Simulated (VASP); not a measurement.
# Zr (P6_3/mmc) in VASP: notebook

Runs on Zr. Level: r2SCAN. Tasks: single point.

Everything below comes from runs of VASP 6.6.1. Logs are shortened: lines on timing, memory, paths and dates and some standing lists are left out, and cuts for length are marked.

## 1. The cell of the first run

It takes space group P6_3/mmc (No. 194, hexagonal). Conventional cell: a = 3.245 Å, b = 3.245 Å, c = 5.157 Å, α = 90.00°, β = 90.00°, γ = 120.00°. Zr (site symmetry -6m2) has 12 Zr at 3.19 to 3.24 Å within 4.2 Å.

## 2. Single point, r2SCAN

POSCAR reads:

```
Zr
1.0
    3.2445832200      0.0000000000      0.0000000000
   -1.6222916100      2.8098914932      0.0000000000
    0.0000000000      0.0000000000      5.1573641137
Zr
2
Direct
    0.3333333333      0.6666666667      0.2500000000
    0.6666666667      0.3333333333      0.7500000000
```

INCAR.step1 reads:

```
SYSTEM = Zr
PREC = Accurate ; ENCUT = 520
ISMEAR = -1 ; SIGMA = 0.1
LREAL = .FALSE. ; LASPH = .TRUE.
NELM = 80 ; NBANDS = 19
GGA = PE ; ALGO = Normal
EDIFF = 1E-4 ; LWAVE = .TRUE.
LCHARG = .FALSE.
```

INCAR.step2 reads:

```
SYSTEM = Zr
PREC = Accurate ; ENCUT = 520
EDIFF = 1E-7 ; ISMEAR = -1
SIGMA = 0.1 ; LREAL = .FALSE.
LASPH = .TRUE. ; NELM = 80
ALGO = Normal ; ISIF = 2
LWAVE = .FALSE. ; LCHARG = .FALSE.
METAGGA = R2SCAN ; LMIXTAU = .TRUE.
NBANDS = 19 ; ISTART = 1
```

KPOINTS reads:

```
regular mesh
0
G
  5 5 3
  0 0 0
```

Potentials or basis: VASP PAW PBE potentials, release 64 (Zr_sv).

On the command line:

```console
cat potpaw_PBE.64/Zr_sv/POTCAR > POTCAR
cp INCAR.step1 INCAR
mpirun -np 1 vasp_std > vasp.out
cp INCAR.step2 INCAR
mpirun -np 1 vasp_std > vasp.out
```

OUTCAR:

```text
SYSTEM = Zr
   PREC = Accurate
   ENCUT = 520
   EDIFF = 1E-7
   ISMEAR = -1
   LREAL = .FALSE.
   LASPH = .TRUE.
   NELM = 80
   ISIF = 2
   METAGGA = R2SCAN
   ISTART = 1

 ion  position               nearest neighbor table
   1  0.333  0.667  0.250-   2 3.19   2 3.19   2 3.19   2 3.19   2 3.19   2 3.19
   2  0.667  0.333  0.750-   1 3.19   1 3.19   1 3.19   1 3.19   1 3.19   1 3.19

  LATTYP: Found a hexagonal cell.
 ALAT       =     3.2445832200
 C/A-ratio  =     1.5895305387

  Lattice vectors:

 A1 = (   3.2445832200,   0.0000000000,   0.0000000000)
 A2 = (  -1.6222916100,   2.8098914932,   0.0000000000)
 A3 = (   0.0000000000,   0.0000000000,   5.1573641137)

Analysis of symmetry for initial positions (statically):
=====================================================================
 Subroutine PRICEL returns:
 Original cell was already a primitive cell.

 Routine SETGRP: Setting up the symmetry group for a
 hexagonal supercell.

 Subroutine GETGRP returns: Found 24 space group operations
 (whereof 12 operations were pure point group operations)
 out of a pool of 24 trial point group operations.

The static configuration has the point symmetry D_3d.
 The point group associated with its full space group is D_6h.

Analysis of symmetry for dynamics (positions and initial velocities):
=====================================================================
 Subroutine PRICEL returns:
 Original cell was already a primitive cell.

 Routine SETGRP: Setting up the symmetry group for a
 hexagonal supercell.

 Subroutine GETGRP returns: Found 24 space group operations
 (whereof 12 operations were pure point group operations)
 out of a pool of 24 trial point group operations.

The dynamic configuration has the point symmetry D_3d.
 The point group associated with its full space group is D_6h.

 Subroutine INISYM returns: Found 24 space group operations
 (whereof 12 operations are pure point group operations),
 and found     1 'primitive' translations

----------------------------------------------------------------------------------------

                                     Primitive cell

  volume of cell :      47.0193

  direct lattice vectors                    reciprocal lattice vectors
     3.244583220  0.000000000  0.000000000     0.308205995  0.177942814  0.000000000
    -1.622291610  2.809891493  0.000000000     0.000000000  0.355885628  0.000000000
     0.000000000  0.000000000  5.157364114     0.000000000  0.000000000  0.193897498

  length of vectors
     3.244583220  3.244583220  5.157364114     0.355885628  0.355885628  0.193897498

  position of ions in fractional coordinates (direct lattice)
     0.333333333  0.666666667  0.250000000
     0.666666667  0.333333333  0.750000000

  ion indices of the primitive-cell ions
   primitive index   ion index
                 1           1
                 2           2

----------------------------------------------------------------------------------------

 KPOINTS: regular mesh

Automatic generation of k-mesh.
 Grid dimensions read from file:
 generate k-points for:    5    5    3

 Generating k-lattice:

  Cartesian coordinates                     Fractional coordinates (reciprocal lattice)
     0.061641199  0.035588563  0.000000000     0.200000000  0.000000000  0.000000000
     0.000000000  0.071177126  0.000000000     0.000000000  0.200000000  0.000000000
     0.000000000  0.000000000  0.064632499     0.000000000  0.000000000  0.333333333

  Length of vectors
     0.071177126  0.071177126  0.064632499

  Shift w.r.t. Gamma in fractional coordinates (k-lattice)
     0.000000000  0.000000000  0.000000000

 Subroutine IBZKPT returns following result:
 ===========================================

 Found     10 irreducible k-points:

 Following reciprocal coordinates:
            Coordinates               Weight
  0.000000  0.000000  0.000000      1.000000
  0.200000  0.000000  0.000000      6.000000
  0.400000  0.000000  0.000000      6.000000
  0.200000  0.200000  0.000000      6.000000
  0.400000  0.200000  0.000000      6.000000
  0.000000  0.000000  0.333333      2.000000
  0.200000  0.000000  0.333333     12.000000
  0.400000  0.000000  0.333333     12.000000
  0.200000  0.200000  0.333333     12.000000
  0.400000  0.200000  0.333333     12.000000
   k-points           NKPTS =     10   k-points in BZ     NKDIM =     10   number of bands    NBANDS=     19
   number of dos      NEDOS =    301   number of ions     NIONS =      2
   total plane-waves  NPLWV =  23040
   dimension x,y,z NGX =    24 NGY =   24 NGZ =   40
   dimension x,y,z NGXF=    48 NGYF=   48 NGZF=   80
   ions per type =               2
   NGX,Y,Z   is equivalent  to a cutoff of  12.30, 12.30, 12.89 a.u.
   NGXF,Y,Z  is equivalent  to a cutoff of  24.59, 24.59, 25.79 a.u.
 SYSTEM =  Zr
   PREC   = accura    normal or accurate (medium, high low for compatibility)
   ISTART =      1    job   : 0-new  1-cont  2-samecut
   ICHARG =      0    charge: 1-file 2-atom 10-const
   ISPIN  =      1    spin polarized calculation?
   LNONCOLLINEAR =      F non collinear calculations
   LSORBIT =      F    spin-orbit coupling
   LASPH  =      T    aspherical Exc in radial PAW
   ENCUT  =  520.0 eV  38.22 Ry    6.18 a.u.   6.03  6.03  9.59*2*pi/ulx,y,z
   NELM   =     80;   NELMIN=  2; NELMDL=  0     # of ELM steps
   EDIFF  = 0.1E-06   stopping-criterion for ELM
   LREAL  =      F    real-space projection
   EDIFFG = 0.1E-05   stopping-criterion for IOM
   NSW    =      0    number of steps for IOM
   IBRION =     -1    ionic relax: 0-MD 1-quasi-New 2-CG
   NFREE  =      0    steps in history (QN), initial steepest desc. (CG)
   ISIF   =      2    stress and relaxation
   ISYM   =      2    0-nonsym 1-usesym 2-fastsym
   POTIM  = 0.5000    time-step for ionic-motion
   TEBEG  =    0.0;   TEEND  =   0.0 temperature during run
   PSTRESS=    0.0 pullay stress
   NELECT =      24.0000    total number of electrons
   NUPDOWN=      -1.0000    fix difference up-down
   EMIN   =  10.00;   EMAX   =-10.00  energy-range for DOS
   EFERMI =   0.00;   METHOD = LEGACY
   ISMEAR =    -1;   SIGMA  =   0.10  broadening in eV -4-tet -1-fermi 0-gaus
   EFERMI_NEDOS =   21; number of points for ismear=-14 and -15
   IALGO  =     38    algorithm
   IMIX   =      4    mixing-type and parameters
     AMIX     =   0.40;   BMIX     =  1.00
     AMIX_MAG =   1.60;   BMIX_MAG =  1.00
  volume/ion in A,a.u.               =      23.51       158.65
  Fermi-wavevector in a.u.,A,eV,Ry     =   1.308338  2.472400 23.289736  1.711747
  Thomas-Fermi vector in A             =   2.439011
   LORBIT       =      0    0 simple, 1 ext, 2 COOP (PROOUT), +10 PAW based schemes
   METAGGA = R2SCAN    functional components
   LHFCALC =     F    Hartree Fock is set to
   AEXX    =    0.0000 exact exchange contribution
   IVDW    =     0    specifies the selected vdW correction
   LEPSILON=     F    determine dielectric tensor
   LRPA    =     F    only Hartree local field effects (RPA)
 non-spin polarized calculation
  energy-cutoff  :      520.00
  volume of cell :       47.02
 maximum number of plane-waves:      1273
   NGX = 13   NGY = 13   NGZ = 19

 number of electron      24.0000000 magnetization

 Free energy of the ion-electron system (eV)
  ---------------------------------------------------
  ext. energy  EPLUGINS =         0.00000000
  ---------------------------------------------------
  free energy    TOTEN  =       -45.53199911 eV

  energy without entropy =      -45.46875894  energy(sigma->0) =      -45.50037902

 E-fermi :   8.8577     XC(G=0): -11.9046

 val. band max:        8.7815469940   @ k =   0.2000   0.0000   0.3333
 cond. band min:       8.9795361174   @ k =   0.0000   0.0000   0.3333
 fundamental gap:      0.1979891235
 Fermi energy:         8.8576880739

 k-point     1 :       0.0000    0.0000    0.0000
  band No.  band energies     occupation
      1     -41.6460      2.00000
      2     -41.4845      2.00000
      3     -19.4953      2.00000
      4     -18.5945      2.00000
      5     -18.5945      2.00000
      6     -18.4645      2.00000
[... 11 lines left out ...]
     18      11.2800      0.00000
     19      13.5940      0.00000

 k-point     2 :       0.2000    0.0000    0.0000
  band No.  band energies     occupation
      1     -41.6028      2.00000
      2     -41.4683      2.00000
      3     -19.3763      2.00000
      4     -18.8402      2.00000
      5     -18.6989      2.00000
      6     -18.6722      2.00000
[... 11 lines left out ...]
     18      11.6031      0.00000
     19      14.0953      0.00000

 k-point     3 :       0.4000    0.0000    0.0000
  band No.  band energies     occupation
      1     -41.5225      2.00000
      2     -41.4516      2.00000
      3     -19.2358      2.00000
      4     -19.1187      2.00000
      5     -19.0645      2.00000
      6     -18.7873      2.00000
[... 11 lines left out ...]
     18      13.7803      0.00000
     19      14.4598      0.00000

 k-point     4 :       0.2000    0.2000    0.0000
  band No.  band energies     occupation
      1     -41.5399      2.00000
      2     -41.4528      2.00000
      3     -19.1814      2.00000
      4     -19.0510      2.00000
      5     -19.0291      2.00000
      6     -18.7661      2.00000
[... 11 lines left out ...]
     18      13.7684      0.00000
     19      14.1002      0.00000

 k-point     5 :       0.4000    0.2000    0.0000
  band No.  band energies     occupation
      1     -41.4883      2.00000
      2     -41.4556      2.00000
      3     -19.2278      2.00000
      4     -19.0573      2.00000
      5     -18.9806      2.00000
      6     -18.9357      2.00000
[... 11 lines left out ...]
     18      14.0538      0.00000
     19      15.5619      0.00000

 k-point     6 :       0.0000    0.0000    0.3333
  band No.  band energies     occupation
      1     -41.6061      2.00000
      2     -41.5254      2.00000
      3     -19.2505      2.00000
      4     -18.7361      2.00000
      5     -18.5592      2.00000
      6     -18.5592      2.00000
[... 11 lines left out ...]
     18      12.3650      0.00000
     19      13.6024      0.00000

 k-point     7 :       0.2000    0.0000    0.3333
  band No.  band energies     occupation
      1     -41.5695      2.00000
      2     -41.5022      2.00000
      3     -19.2248      2.00000
      4     -18.8995      2.00000
      5     -18.7425      2.00000
      6     -18.6261      2.00000
[... 11 lines left out ...]
     18      12.3820      0.00000
     19      13.6687      0.00000

 k-point     8 :       0.4000    0.0000    0.3333
  band No.  band energies     occupation
      1     -41.5048      2.00000
      2     -41.4693      2.00000
      3     -19.3523      2.00000
      4     -19.2399      2.00000
      5     -18.8370      2.00000
      6     -18.7285      2.00000
[... 11 lines left out ...]
     18      13.6520      0.00000
     19      14.1104      0.00000

 k-point     9 :       0.2000    0.2000    0.3333
  band No.  band energies     occupation
      1     -41.5182      2.00000
      2     -41.4747      2.00000
      3     -19.2537      2.00000
      4     -19.1421      2.00000
      5     -18.8175      2.00000
      6     -18.8095      2.00000
[... 11 lines left out ...]
     18      13.6259      0.00000
     19      14.2566      0.00000

 k-point    10 :       0.4000    0.2000    0.3333
  band No.  band energies     occupation
      1     -41.4801      2.00000
      2     -41.4637      2.00000
      3     -19.3124      2.00000
      4     -19.2384      2.00000
      5     -18.9692      2.00000
      6     -18.8262      2.00000
[... 11 lines left out ...]
     18      14.0761      0.00000
     19      15.7523      0.00000

------------------------ aborting loop because EDIFF is reached ----------------------------------------

  FORCE on cell =-STRESS in cart. coord.  units (eV):
  Direction    XX          YY          ZZ          XY          YZ          ZX
  --------------------------------------------------------------------------------------
  -------------------------------------------------------------------------------------
  Total        0.1872142      0.1872142     -0.3275291      0.0000000      0.0000000      0.0000000
  in kB        6.3793015      6.3793015    -11.1605156      0.0000000      0.0000000      0.0000000
  external PRESSURE =       0.5326958 kB  Pullay stress =       0.0000000 kB

 VOLUME and BASIS-vectors are now :
 -----------------------------------------------------------------------------
  energy-cutoff  :      520.00
  volume of cell :       47.02
      direct lattice vectors                 reciprocal lattice vectors
     3.244583220  0.000000000  0.000000000     0.308205995  0.177942814  0.000000000
    -1.622291610  2.809891493  0.000000000     0.000000000  0.355885628  0.000000000
     0.000000000  0.000000000  5.157364114     0.000000000  0.000000000  0.193897498

 POSITION                                       TOTAL-FORCE (eV/Angst)
 -----------------------------------------------------------------------------------
     -0.00000      1.87326      1.28934        -0.000000      0.000000      0.000000
      1.62229      0.93663      3.86802         0.000000     -0.000000      0.000000
 -----------------------------------------------------------------------------------
    total drift:                               -0.000000      0.000000     -0.000000

  FREE ENERGIE OF THE ION-ELECTRON SYSTEM (eV)
  ---------------------------------------------------
  free  energy   TOTEN  =       -45.5319991055 eV

  energy  without entropy=      -45.4687589367  energy(sigma->0) =      -45.50037902
```

Run time: 52 s. Hardware: 1 thread of Intel Xeon 8259CL, shared host; peak memory 0.16 GiB.

What came out:

```
Free energy            : -45.5320 eV
Pressure               : 0.1 GPa
Band gap on the k mesh : zero (bands 12 and 13 overlap by 1.14 eV)
```

Caveat: the k points lie up to 0.45 Å⁻¹ apart, too coarse for converged energies and pressures of a metal; the PAW data sets were made with another functional, which shifts forces and pressure a little.

## 3. Single point, r2SCAN

POSCAR is that of step 2.

INCAR.step1 reads:

```
SYSTEM = Zr
PREC = Accurate
ENCUT = 520
ISMEAR = -1
SIGMA = 0.1
LREAL = .False.
LASPH = .True.
NELM = 100
NBANDS = 19
GGA = PE
ALGO = Normal
EDIFF = 1E-4
LWAVE = .True.
LCHARG = .False.
```

INCAR.step2 reads:

```
SYSTEM = Zr
PREC = Accurate
ENCUT = 520
EDIFF = 1E-7
ISMEAR = -1
SIGMA = 0.1
LREAL = .False.
LASPH = .True.
NELM = 100
ALGO = Normal
ISIF = 2
LWAVE = .False.
LCHARG = .True.
METAGGA = R2SCAN
LMIXTAU = .True.
LELF = .True.
LVHAR = .True.
NBANDS = 19
ISTART = 1
```

KPOINTS reads:

```
regular mesh
0
Gamma
  7 7 4
  0 0 0
```

Potentials or basis: VASP PAW PBE potentials, release 64 (Zr_sv).

On the command line:

```console
cat potpaw_PBE.64/Zr_sv/POTCAR > POTCAR
cp INCAR.step1 INCAR
mpirun -np 1 vasp_std > vasp.out
cp INCAR.step2 INCAR
mpirun -np 1 vasp_std > vasp.out
```

Wall time 1.8 min (1 thread of Intel Xeon 8259CL, shared host); peak memory 0.17 GiB.

Results (log left out):

- Free energy: -45.5312 eV
- Pressure: 0.1 GPa
- Band gap on the k mesh: zero (bands 12 and 13 overlap by 1.14 eV)

Stress tensor (GPa, compression positive):
```
0.14 0.00 0.00
0.00 0.14 0.00
0.00 0.00 0.00
```

Levels at points of the mesh, in eV from the Fermi level:
```
           k point  band 8  band 9  band 10  band 11  band 12  band 13  band 14  band 15  band 16  band 17
(0.00, 0.00, 0.00)  -27.42   -6.03    -3.21     0.94     0.94     0.98     1.12     1.68     1.68     2.33
(0.00, 0.00, 0.50)  -27.49   -4.24    -4.24     0.00     0.00     0.85     0.85     0.85     0.85     4.17
```

Caveat: the PAW data sets were made with another functional, which shifts forces and pressure a little.
